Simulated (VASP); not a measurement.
# AlNi (Cmmm) in VASP: a series of runs

Runs on AlNi. Level: LDA. Tasks: single point.

All numbers are computed with VASP 6.6.1; they aren't measurements. Logs are shortened: lines on timing, memory, paths and dates and some standing lists are left out, and cuts for length are marked.

## Step 1: The cell of the first run

Symmetry: Cmmm, No. 65, orthorhombic system. Conventional cell: a = 3.877 Å, b = 3.906 Å, c = 3.099 Å, α = 90.00°, β = 90.00°, γ = 90.00°. Al (site symmetry mmm) has 8 Ni at 2.48 to 2.49 Å and 6 Al at 2.75 to 3.10 Å within 3.3 Å. Ni (site symmetry mmm) has 8 Al at 2.48 to 2.49 Å and 6 Ni at 2.75 to 3.10 Å within 3.3 Å.

## Step 2: Single point, LDA, collinear spin, ferromagnetic start

INCAR

```
ALGO = Normal
EDIFF = 1E-6
ENCUT = 600
GGA_COMPAT = F
ISIF = 2
ISMEAR = 0
ISPIN = 2
LASPH = T
LCHARG = F
LMAXMIX = 4
LORBIT = 11
LREAL = F
LWAVE = F
MAGMOM = 0 1.5
NBANDS = 18
NELM = 200
PREC = Accurate
SIGMA = 0.1
```

KPOINTS

```
k-points
0
Gamma
  11 11 10
```

POSCAR

```
AlNi
1.0
    1.9386940000     -1.9531901500      0.0000000000
    1.9386940000      1.9531901500      0.0000000000
    0.0000000000      0.0000000000      3.0994300400
Al Ni
1 1
Direct
    0.0000000000      0.0000000000      0.0000000000
    0.5000000000      0.5000000000      0.5000000000
```

Potentials or basis: VASP PAW LDA potentials, release 64 (Al, Ni).

Command:

```bash
$ cat potpaw_LDA.64/Al/POTCAR potpaw_LDA.64/Ni/POTCAR > POTCAR
$ mpirun -np 1 vasp_std > vasp.out
```

OUTCAR:

```text
EDIFF = 1E-6
   ENCUT = 600
   ISIF = 2
   ISMEAR = 0
   ISPIN = 2
   LASPH = T
   LORBIT = 11
   LREAL = F
   NELM = 200
   PREC = Accurate

 ion  position               nearest neighbor table
   1  0.000  0.000  0.000-   2 2.48   2 2.48   2 2.48   2 2.48   2 2.49   2 2.49   2 2.49   2 2.49

   2  0.500  0.500  0.500-   1 2.48   1 2.48   1 2.48   1 2.48   1 2.49   1 2.49   1 2.49   1 2.49

  LATTYP: Found a base centered orthorhombic cell.
 ALAT       =     3.8773880000
 B/A-ratio  =     1.0074772759
 C/A-ratio  =     0.7993603013

  Lattice vectors:

 A1 = (   1.9386940000,  -1.9531901500,   0.0000000000)
 A2 = (   1.9386940000,   1.9531901500,   0.0000000000)
 A3 = (   0.0000000000,   0.0000000000,   3.0994300400)

Analysis of symmetry for initial positions (statically):
=====================================================================
 Subroutine PRICEL returns:
 Original cell was already a primitive cell.

 Routine SETGRP: Setting up the symmetry group for a
 base centered orthorhombic supercell.

 Subroutine GETGRP returns: Found  8 space group operations
 (whereof  8 operations were pure point group operations)
 out of a pool of  8 trial point group operations.

The static configuration has the point symmetry D_2h.

Analysis of symmetry for dynamics (positions and initial velocities):
=====================================================================
 Subroutine PRICEL returns:
 Original cell was already a primitive cell.

 Routine SETGRP: Setting up the symmetry group for a
 base centered orthorhombic supercell.

 Subroutine GETGRP returns: Found  8 space group operations
 (whereof  8 operations were pure point group operations)
 out of a pool of  8 trial point group operations.

The dynamic configuration has the point symmetry D_2h.

Analysis of structural, dynamic, and magnetic symmetry:
=====================================================================
 Subroutine PRICEL returns:
 Original cell was already a primitive cell.

 Routine SETGRP: Setting up the symmetry group for a
 base centered orthorhombic supercell.

 Subroutine GETGRP returns: Found  8 space group operations
 (whereof  8 operations were pure point group operations)
 out of a pool of  8 trial point group operations.

The overall configuration has the point symmetry D_2h.

 Subroutine INISYM returns: Found  8 space group operations
 (whereof  8 operations are pure point group operations),
 and found     1 'primitive' translations

----------------------------------------------------------------------------------------

                                     Primitive cell

  volume of cell :      23.4728

  direct lattice vectors                    reciprocal lattice vectors
     1.938694000 -1.953190150  0.000000000     0.257905580 -0.255991461  0.000000000
     1.938694000  1.953190150  0.000000000     0.257905580  0.255991461  0.000000000
     0.000000000  0.000000000  3.099430040     0.000000000  0.000000000  0.322639965

  length of vectors
     2.751996764  2.751996764  3.099430040     0.363382603  0.363382603  0.322639965

  position of ions in fractional coordinates (direct lattice)
     0.000000000  0.000000000  0.000000000
     0.500000000  0.500000000  0.500000000

  ion indices of the primitive-cell ions
   primitive index   ion index
                 1           1
                 2           2

----------------------------------------------------------------------------------------

 KPOINTS: k-points

Automatic generation of k-mesh.
 Grid dimensions read from file:
 generate k-points for:   11   11   10

 Generating k-lattice:

  Cartesian coordinates                     Fractional coordinates (reciprocal lattice)
     0.023445962 -0.023271951  0.000000000     0.090909091  0.000000000  0.000000000
     0.023445962  0.023271951  0.000000000     0.000000000  0.090909091  0.000000000
     0.000000000  0.000000000  0.032263997     0.000000000  0.000000000  0.100000000

  Length of vectors
     0.033034782  0.033034782  0.032263997

  Shift w.r.t. Gamma in fractional coordinates (k-lattice)
     0.000000000  0.000000000  0.000000000

 Subroutine IBZKPT returns following result:
 ===========================================

 Found    216 irreducible k-points:

 Following reciprocal coordinates:
            Coordinates               Weight
  0.000000  0.000000  0.000000      1.000000
  0.090909  0.000000  0.000000      4.000000
  0.181818 -0.000000  0.000000      4.000000
  0.272727  0.000000  0.000000      4.000000
  0.363636 -0.000000  0.000000      4.000000
  0.454545  0.000000  0.000000      4.000000
[... 16 lines left out ...]
 -0.272727  0.181818  0.000000      4.000000
 -0.181818  0.181818  0.000000      2.000000
 [... further k-points ...]
   k-points           NKPTS =    216   k-points in BZ     NKDIM =    216   number of bands    NBANDS=     18
   number of dos      NEDOS =    301   number of ions     NIONS =      2
   total plane-waves  NPLWV =  16128
   dimension x,y,z NGX =    24 NGY =   24 NGZ =   28
   dimension x,y,z NGXF=    48 NGYF=   48 NGZF=   56
   ions per type =               1   1
   NGX,Y,Z   is equivalent  to a cutoff of  14.50, 14.50, 15.02 a.u.
   NGXF,Y,Z  is equivalent  to a cutoff of  29.00, 29.00, 30.04 a.u.
 SYSTEM =  unknown system
   PREC   = accura    normal or accurate (medium, high low for compatibility)
   ISTART =      0    job   : 0-new  1-cont  2-samecut
   ICHARG =      2    charge: 1-file 2-atom 10-const
   ISPIN  =      2    spin polarized calculation?
   LNONCOLLINEAR =      F non collinear calculations
   LSORBIT =      F    spin-orbit coupling
   LASPH  =      T    aspherical Exc in radial PAW
   ENCUT  =  600.0 eV  44.10 Ry    6.64 a.u.   5.50  5.50  6.19*2*pi/ulx,y,z
   NELM   =    200;   NELMIN=  2; NELMDL= -5     # of ELM steps
   EDIFF  = 0.1E-05   stopping-criterion for ELM
   LREAL  =      F    real-space projection
[... 7 lines left out ...]
   TEBEG  =    0.0;   TEEND  =   0.0 temperature during run
   PSTRESS=    0.0 pullay stress
   NELECT =      13.0000    total number of electrons
   NUPDOWN=      -1.0000    fix difference up-down
   EMIN   =  10.00;   EMAX   =-10.00  energy-range for DOS
   EFERMI =   0.00;   METHOD = LEGACY
   ISMEAR =     0;   SIGMA  =   0.10  broadening in eV -4-tet -1-fermi 0-gaus
   EFERMI_NEDOS =   21; number of points for ismear=-14 and -15
   IALGO  =     38    algorithm
   IMIX   =      4    mixing-type and parameters
     AMIX     =   0.40;   BMIX     =  1.00
     AMIX_MAG =   1.60;   BMIX_MAG =  1.00
  volume/ion in A,a.u.               =      11.74        79.20
  Fermi-wavevector in a.u.,A,eV,Ry     =   1.344417  2.540580 24.591955  1.807458
  Thomas-Fermi vector in A             =   2.472413
   LORBIT       =     11    0 simple, 1 ext, 2 COOP (PROOUT), +10 PAW based schemes
   GGA     = CA    functional components
   LHFCALC =     F    Hartree Fock is set to
   AEXX    =    0.0000 exact exchange contribution
   IVDW    =     0    specifies the selected vdW correction
   LEPSILON=     F    determine dielectric tensor
   LRPA    =     F    only Hartree local field effects (RPA)
 spin polarized calculation
 Gauss-broadening in eV      SIGMA  =   0.10
  energy-cutoff  :      600.00
  volume of cell :       23.47
 maximum number of plane-waves:       805
 NGX is ok and might be reduce to    24
   NGX = 11   NGY = 11   NGZ = 13

 number of electron      13.0000001 magnetization      -0.0001388

 number of electron      13.0000001 magnetization       0.0002210

 Free energy of the ion-electron system (eV)
  ---------------------------------------------------
  ext. energy  EPLUGINS =         0.00000000
  ---------------------------------------------------
  free energy    TOTEN  =       -12.14288928 eV

  energy without entropy =      -12.13860548  energy(sigma->0) =      -12.14074738

 E-fermi :  10.0184     XC(G=0): -12.3913

 val. band max:       10.0000308257   @ k =   0.4545   0.2727   0.3000
 cond. band min:      10.0237322241   @ k =  -0.4545   0.2727   0.3000
 fundamental gap:      0.0237013984
 Fermi energy:        10.0184267506

 spin component 1

 k-point     1 :       0.0000    0.0000    0.0000
  band No.  band energies     occupation
      1      -1.2341      1.00000
      2       6.5627      1.00000
      3       6.6841      1.00000
      4       8.3036      1.00000
      5       8.3230      1.00000
      6       8.6204      1.00000
[... 10 lines left out ...]
     17      33.4011      0.00000
     18      33.4167      0.00000
[... 463 lines left out ...]
 k-point    24 :      -0.1818    0.1818    0.0000
  band No.  band energies     occupation
      1       0.0640      1.00000
      2       6.7991      1.00000
      3       6.8521      1.00000
      4       7.8924      1.00000
      5       8.0760      1.00000
      6       8.1063      1.00000
[... 10 lines left out ...]
     17      32.2892      0.00000
     18      36.8311      0.00000

 [... further k-points ...]

 spin component 2

 k-point     1 :       0.0000    0.0000    0.0000
  band No.  band energies     occupation
      1      -1.2341      1.00000
      2       6.5629      1.00000
      3       6.6844      1.00000
      4       8.3039      1.00000
      5       8.3233      1.00000
      6       8.6207      1.00000
[... 10 lines left out ...]
     17      33.4043      0.00000
     18      33.4174      0.00000
[... 463 lines left out ...]
 k-point    24 :      -0.1818    0.1818    0.0000
  band No.  band energies     occupation
      1       0.0640      1.00000
      2       6.7993      1.00000
      3       6.8523      1.00000
      4       7.8926      1.00000
      5       8.0763      1.00000
      6       8.1065      1.00000
[... 10 lines left out ...]
     17      32.2892      0.00000
     18      36.8311      0.00000

 [... further k-points ...]

------------------------ aborting loop because EDIFF is reached ----------------------------------------

  FORCE on cell =-STRESS in cart. coord.  units (eV):
  Direction    XX          YY          ZZ          XY          YZ          ZX
  --------------------------------------------------------------------------------------
  -------------------------------------------------------------------------------------
  Total       -0.3033340     -0.5448968     -1.3080207     -0.0000000      0.0000000      0.0000000
  in kB      -20.7045622    -37.1928314    -89.2811102     -0.0000000      0.0000000      0.0000000
  external PRESSURE =     -49.0595013 kB  Pullay stress =       0.0000000 kB

 VOLUME and BASIS-vectors are now :
 -----------------------------------------------------------------------------
  energy-cutoff  :      600.00
  volume of cell :       23.47
      direct lattice vectors                 reciprocal lattice vectors
     1.938694000 -1.953190150  0.000000000     0.257905580 -0.255991461  0.000000000
     1.938694000  1.953190150  0.000000000     0.257905580  0.255991461  0.000000000
     0.000000000  0.000000000  3.099430040     0.000000000  0.000000000  0.322639965

 POSITION                                       TOTAL-FORCE (eV/Angst)
 -----------------------------------------------------------------------------------
      0.00000      0.00000      0.00000         0.000000      0.000000      0.000000
      1.93869      0.00000      1.54972        -0.000000      0.000000      0.000000
 -----------------------------------------------------------------------------------
    total drift:                                0.000000     -0.000000     -0.000000

  FREE ENERGIE OF THE ION-ELECTRON SYSTEM (eV)
  ---------------------------------------------------
  free  energy   TOTEN  =       -12.1428892790 eV

  energy  without entropy=      -12.1386054802  energy(sigma->0) =      -12.14074738

 total charge

# of ion       s       p       d       tot
------------------------------------------
    1        0.393   0.428   0.000   0.821
    2        0.491   0.535   8.494   9.519
--------------------------------------------------
tot          0.883   0.963   8.494  10.340

 magnetization (x)

# of ion       s       p       d       tot
------------------------------------------
    1       -0.000  -0.000   0.000  -0.000
    2        0.000   0.000   0.000   0.000
--------------------------------------------------
tot          0.000   0.000   0.000   0.000
```

It took 2.4 min on 1 thread of Intel Xeon Platinum 8488C (Sapphire Rapids), shared host; peak memory 0.27 GiB.

What came out:

```
Free energy                                           : -12.1429 eV
Pressure                                              : -4.9 GPa
Net moment                                            : 0.00 μB per cell
Valence electrons inside the program's atomic spheres : Al 0.82; Ni 9.52
```

Levels at points of the mesh, in eV from the Fermi level:
Spin up:
```tsv
k point	band 5	band 6	band 7	band 8	band 9	band 10
(0.00, 0.00, 0.00)	-1.70	-1.40	2.91	6.98	7.03	7.22
(0.00, 0.00, 0.50)	-2.13	-1.36	-1.29	8.46	11.15	11.19
```
Spin down:
```csv
k point,band 4,band 5,band 6,band 7,band 8,band 9,band 10,band 11
"(0.00, 0.00, 0.00)",-1.71,-1.70,-1.40,2.91,6.98,7.03,7.22,8.70
"(0.00, 0.00, 0.50)",-2.15,-2.13,-1.36,-1.29,8.46,11.15,11.19,11.42
```

Caveat: the cell stands under tension.

## Step 3: Single point, LDA, collinear spin, ferromagnetic start

INCAR

```
SYSTEM = AlNi
ALGO = Normal ; EDIFF = 1E-6
ENCUT = 600 ; GGA = CA
GGA_COMPAT = .False. ; ISIF = 2
ISMEAR = 0 ; ISPIN = 2
LASPH = .True. ; LCHARG = .True.
LELF = .True. ; LMAXMIX = 4
LORBIT = 11 ; LREAL = .False.
LVHAR = .True. ; LWAVE = .False.
MAGMOM = 0 1.5 ; NBANDS = 18
NELM = 200 ; PREC = Accurate
SIGMA = 0.1
```

KPOINTS

```
k-points
0
Gamma
  11 11 10
  0 0 0
```

POSCAR is that of step 2.

Potentials or basis: VASP PAW LDA potentials, release 64 (Al, Ni).

Command:

```bash
$ cat potpaw_LDA.64/Al/POTCAR potpaw_LDA.64/Ni/POTCAR > POTCAR
$ mpirun -np 1 vasp_std > vasp.out
```

Run time: 2.4 min. Hardware: 1 thread of Intel Xeon Platinum 8488C (Sapphire Rapids), shared host; peak memory 0.27 GiB.

Results (log left out):

* Free energy: -12.1429 eV
* Pressure: -4.9 GPa
* Net moment: 0.00 μB per cell
* Valence electrons inside the program's atomic spheres: Al 0.82; Ni 9.52

Stress tensor (GPa, compression positive):
```
-2.07  0.00  0.00
 0.00 -3.72  0.00
 0.00  0.00 -8.93
```

Levels at points of the mesh, in eV from the Fermi level:
Spin up:
| k point | band 4 | band 5 | band 6 | band 7 | band 8 | band 9 | band 10 | band 11 |
| --- | --- | --- | --- | --- | --- | --- | --- | --- |
| (0.00, 0.00, 0.00) | -1.71 | -1.70 | -1.40 | 2.91 | 6.98 | 7.03 | 7.22 | 8.70 |
| (0.00, 0.00, 0.50) | -2.15 | -2.13 | -1.36 | -1.29 | 8.46 | 11.15 | 11.19 | 11.42 |
Spin down:
| k point | band 4 | band 5 | band 6 | band 7 | band 8 | band 9 | band 10 | band 11 |
| --- | --- | --- | --- | --- | --- | --- | --- | --- |
| (0.00, 0.00, 0.00) | -1.71 | -1.70 | -1.40 | 2.91 | 6.98 | 7.03 | 7.22 | 8.70 |
| (0.00, 0.00, 0.50) | -2.15 | -2.13 | -1.36 | -1.29 | 8.46 | 11.15 | 11.19 | 11.42 |

Caveat: the cell stands under tension.
